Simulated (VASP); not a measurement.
# W (Im-3m) in VASP: settings compared, part 2 of 2

VASP 6.6.1. The steps go on from the part before.

## (5) Single point, r2SCAN+rVV10

This run uses another cell than the first one, of 15.21 Å³/atom, 0.906 times its volume.

The input, POSCAR:

```
W
1.0
   -1.5609593379      1.5609593379      1.5609593379
    1.5609593379     -1.5609593379      1.5609593379
    1.5609593379      1.5609593379     -1.5609593379
W
1
Direct
    0.0000000000      0.0000000000      0.0000000000
```

The input, INCAR.step1:

```
SYSTEM = W
PREC = Accurate
ENCUT = 520
ISMEAR = -1
SIGMA = 0.05
LREAL = .FALSE.
LASPH = .TRUE.
NELM = 100
NBANDS = 13
GGA = PE
ALGO = Normal
EDIFF = 1E-4
LWAVE = .TRUE.
LCHARG = .FALSE.
```

The input, INCAR.step2:

```
SYSTEM = W
PREC = Accurate
ENCUT = 520
EDIFF = 1E-6
ISMEAR = -1
SIGMA = 0.05
LREAL = .FALSE.
LASPH = .TRUE.
NELM = 100
ALGO = Normal
ISIF = 2
LWAVE = .FALSE.
LCHARG = .FALSE.
METAGGA = R2SCAN
LMIXTAU = .TRUE.
LUSE_VDW = .TRUE.
IVDW_NL = 2
BPARAM = 11.95
CPARAM = 0.0093
NBANDS = 13
ISTART = 1
```

The input, KPOINTS:

```
Automatic mesh
0
G
  12 12 12
  0 0 0
```

On the command line:

```console
> cat potpaw_PBE.64/W_sv/POTCAR > POTCAR
> cp INCAR.step1 INCAR
> mpirun -np 1 vasp_std > vasp.out
> cp INCAR.step2 INCAR
> mpirun -np 1 vasp_std > vasp.out
```

It took 39 s on 1 thread of Intel Xeon 6975P-C, shared host; peak memory 0.19 GiB.

The run converged. Its results:

- Free energy: -51.1110 eV
- Pressure: 15.8 GPa
- Band gap on the k mesh: zero (band 7 reaches 17.54 eV, above the bottom of band 8 at 10.53 eV)

Levels at points of the mesh, in eV from the Fermi level:
| k point | band 4 | band 5 | band 6 | band 7 | band 8 | band 9 | band 10 | band 11 |
| --- | --- | --- | --- | --- | --- | --- | --- | --- |
| (0.00, 0.00, 0.00) | -38.73 | -10.26 | -1.24 | -1.24 | -1.24 | 2.77 | 2.77 | 15.45 |
| (0.50, 0.00, 0.00) | -38.74 | -6.74 | -3.85 | 0.79 | 2.64 | 3.74 | 6.85 | 12.28 |
| (0.50, 0.50, 0.50) | -39.81 | -6.28 | -6.28 | 5.77 | 5.77 | 5.77 | 9.00 | 9.00 |

Caveat: the PAW data sets were made with another functional, which shifts forces and pressure a little; spin-orbit coupling is left out, which moves the levels of the heavy elements.

## (6) Single point, r2SCAN+rVV10

This run uses another cell than the first one, of 15.53 Å³/atom, 0.925 times its volume.

The input, POSCAR:

```
W
1.0
   -1.5717249149      1.5717249149      1.5717249149
    1.5717249149     -1.5717249149      1.5717249149
    1.5717249149      1.5717249149     -1.5717249149
W
1
Direct
    0.0000000000      0.0000000000      0.0000000000
```

The input, INCAR.step1:

```
SYSTEM = W
  PREC = Accurate
  ENCUT = 520
  ISMEAR = -1
  SIGMA = 0.05
  LREAL = .FALSE.
  LASPH = .TRUE.
  NELM = 100
  NBANDS = 13
  GGA = PE
  ALGO = Normal
  EDIFF = 1E-4
  LWAVE = .TRUE.
  LCHARG = .FALSE.
```

The input, INCAR.step2:

```
SYSTEM = W
  PREC = Accurate
  ENCUT = 520
  EDIFF = 1E-6
  ISMEAR = -1
  SIGMA = 0.05
  LREAL = .FALSE.
  LASPH = .TRUE.
  NELM = 100
  ALGO = Normal
  ISIF = 2
  LWAVE = .FALSE.
  LCHARG = .FALSE.
  METAGGA = R2SCAN
  LMIXTAU = .TRUE.
  LUSE_VDW = .TRUE.
  IVDW_NL = 2
  BPARAM = 11.95
  CPARAM = 0.0093
  NBANDS = 13
  ISTART = 1
```

KPOINTS is that of step 5.

Potentials or basis: VASP PAW PBE potentials, release 64 (W_sv).

On the command line:

```console
> cat potpaw_PBE.64/W_sv/POTCAR > POTCAR
> cp INCAR.step1 INCAR
> mpirun -np 1 vasp_std > vasp.out
> cp INCAR.step2 INCAR
> mpirun -np 1 vasp_std > vasp.out
```

OUTCAR:

```text
SYSTEM = W
   PREC = Accurate
   ENCUT = 520
   EDIFF = 1E-6
   ISMEAR = -1
   LREAL = .FALSE.
   LASPH = .TRUE.
   NELM = 100
   ISIF = 2
   METAGGA = R2SCAN
   IVDW_NL = 2
   BPARAM = 11.95
   ISTART = 1

 ion  position               nearest neighbor table
   1  0.000  0.000  0.000-

  LATTYP: Found a body centered cubic cell.
 ALAT       =     3.1434498298

  Lattice vectors:

 A1 = (  -1.5717249149,   1.5717249149,   1.5717249149)
 A2 = (   1.5717249149,  -1.5717249149,   1.5717249149)
 A3 = (   1.5717249149,   1.5717249149,  -1.5717249149)

Analysis of symmetry for initial positions (statically):
=====================================================================
 Subroutine PRICEL returns:
 Original cell was already a primitive cell.

 Routine SETGRP: Setting up the symmetry group for a
 body centered cubic supercell.

 Subroutine GETGRP returns: Found 48 space group operations
 (whereof 48 operations were pure point group operations)
 out of a pool of 48 trial point group operations.

The static configuration has the point symmetry O_h .

Analysis of symmetry for dynamics (positions and initial velocities):
[... 162 lines left out ...]
 fundamental gap:      0.0505436091
 Fermi energy:        11.4524525877

 k-point     1 :       0.0000    0.0000    0.0000
  band No.  band energies     occupation
      1     -64.5012      2.00000
      2     -27.3257      2.00000
      3     -27.3257      2.00000
      4     -27.3257      2.00000
      5       1.3209      2.00000
      6      10.2612      2.00000
      7      10.2612      2.00000
      8      10.2612      2.00000
      9      14.1886      0.00000
     10      14.1886      0.00000
     11      26.8700      0.00000
     12      26.8700      0.00000
     13      26.8700      0.00000
[... 354 lines left out ...]
  band No.  band energies     occupation
      1     -64.3325      2.00000
      2     -28.6979      2.00000
      3     -27.8670      2.00000
      4     -27.4339      2.00000
      5       5.5729      2.00000
      6       7.6724      2.00000
      7      11.1770      1.99193
      8      14.3103      0.00000
      9      15.1657      0.00000
     10      19.4486      0.00000
     11      22.3941      0.00000
     12      24.4774      0.00000
     13      28.6328      0.00000

 [... further k-points ...]
[... 5 lines left out ...]
  --------------------------------------------------------------------------------------
  -------------------------------------------------------------------------------------
  Total        0.7888959      0.7888959      0.7888959     -0.0000000     -0.0000000      0.0000000
  in kB       81.3843116     81.3843116     81.3843116     -0.0000000     -0.0000000      0.0000000
  external PRESSURE =      81.3843116 kB  Pullay stress =       0.0000000 kB

 VOLUME and BASIS-vectors are now :
 -----------------------------------------------------------------------------
  energy-cutoff  :      520.00
  volume of cell :       15.53
      direct lattice vectors                 reciprocal lattice vectors
    -1.571724915  1.571724915  1.571724915     0.000000000  0.318121826  0.318121826
     1.571724915 -1.571724915  1.571724915     0.318121826  0.000000000  0.318121826
     1.571724915  1.571724915 -1.571724915     0.318121826  0.318121826  0.000000000

 POSITION                                       TOTAL-FORCE (eV/Angst)
 -----------------------------------------------------------------------------------
      0.00000      0.00000      0.00000         0.000000     -0.000000     -0.000000
 -----------------------------------------------------------------------------------
    total drift:                                0.000000     -0.000000      0.000000

  FREE ENERGIE OF THE ION-ELECTRON SYSTEM (eV)
  ---------------------------------------------------
  free  energy   TOTEN  =       -51.1347418147 eV

  energy  without entropy=      -51.1309038368  energy(sigma->0) =      -51.13282283
```

OSZICAR.step1:

```text
N       E                     dE             d eps       ncg     rms          rms(c)
DAV:   1     0.853172838843E+02    0.85317E+02   -0.76259E+03  1872   0.123E+03
DAV:   2    -0.119031744686E+02   -0.97220E+02   -0.93690E+02  2122   0.320E+02
DAV:   3    -0.135292822489E+02   -0.16261E+01   -0.16222E+01  2042   0.404E+01
DAV:   4    -0.135355362602E+02   -0.62540E-02   -0.62539E-02  2067   0.275E+00
DAV:   5    -0.135355874581E+02   -0.51198E-04   -0.51197E-04  2082   0.232E-01    0.217E+01
DAV:   6    -0.130638272494E+02    0.47176E+00   -0.38265E-01  1952   0.838E+00    0.891E+00
DAV:   7    -0.129349481294E+02    0.12888E+00   -0.21383E-01  2062   0.597E+00    0.627E-01
DAV:   8    -0.129312326051E+02    0.37155E-02   -0.46661E-03  1897   0.906E-01    0.123E-01
DAV:   9    -0.129311440663E+02    0.88539E-04   -0.13390E-04  1876   0.150E-01
   1 F= -.12931144E+02 E0= -.12928607E+02  d E =-.507417E-02
```

It took 32 s on 1 thread of Intel Xeon 6975P-C, shared host; peak memory 0.19 GiB.

Results:

```yaml
Free_energy: -51.1347 eV
Pressure: 8.1 GPa
Band_gap_on_the_k_mesh: zero (band 7 reaches 17.08 eV, above the bottom of band 8 at 10.26 eV)
```

Levels at points of the mesh, in eV from the Fermi level:
| k point | band 3 | band 4 | band 5 | band 6 | band 7 | band 8 | band 9 | band 10 | band 11 | band 12 |
| --- | --- | --- | --- | --- | --- | --- | --- | --- | --- | --- |
| (0.00, 0.00, 0.00) | -38.78 | -38.78 | -10.13 | -1.19 | -1.19 | -1.19 | 2.74 | 2.74 | 15.42 | 15.42 |
| (0.50, 0.00, 0.00) | -39.25 | -38.79 | -6.58 | -3.73 | 0.72 | 2.59 | 3.67 | 6.66 | 12.14 | 12.24 |
| (0.50, 0.50, 0.50) | -39.80 | -39.80 | -6.08 | -6.08 | 5.62 | 5.62 | 5.62 | 8.83 | 8.83 | 8.83 |

Caveat: the PAW data sets were made with another functional, which shifts forces and pressure a little; spin-orbit coupling is left out, which moves the levels of the heavy elements.

## (7) Overview

| level | potentials or basis | cell | gap on the mesh (eV) | pressure (GPa) |
| --- | --- | --- | --- | --- |
| SVWN5 | VASP PAW PBE potentials, release 64 (W_sv) | a = 2.794 Å, angles 109.5°, 1 atom | none | -23.8 |
| LDA | VASP PAW LDA potentials, release 64 (W_sv) | a = 2.794 Å, angles 109.5°, 1 atom | none | -22.7 |
| r2SCAN+rVV10 | VASP PAW PBE potentials, release 64 (W_sv) | a = 2.685 Å, angles 109.5°, 1 atom | none | 24.1 |
| r2SCAN+rVV10 | VASP PAW PBE potentials, release 64 (W_sv) | a = 2.704 Å, angles 109.5°, 1 atom | none | 15.8 |
| r2SCAN+rVV10 | VASP PAW PBE potentials, release 64 (W_sv) | a = 2.722 Å, angles 109.5°, 1 atom | none | 8.1 |

Alike in all rows: task single point; no spin polarisation; k mesh 12 × 12 × 12; cutoff (eV) 520; smearing fermi-dirac 0.05 eV.

Caveats: spin-orbit coupling is left out, which moves the levels of the heavy elements; the PAW data sets were made with another functional, which shifts forces and pressure a little (some runs).

Absolute energies hang on the potentials; compare differences alone.
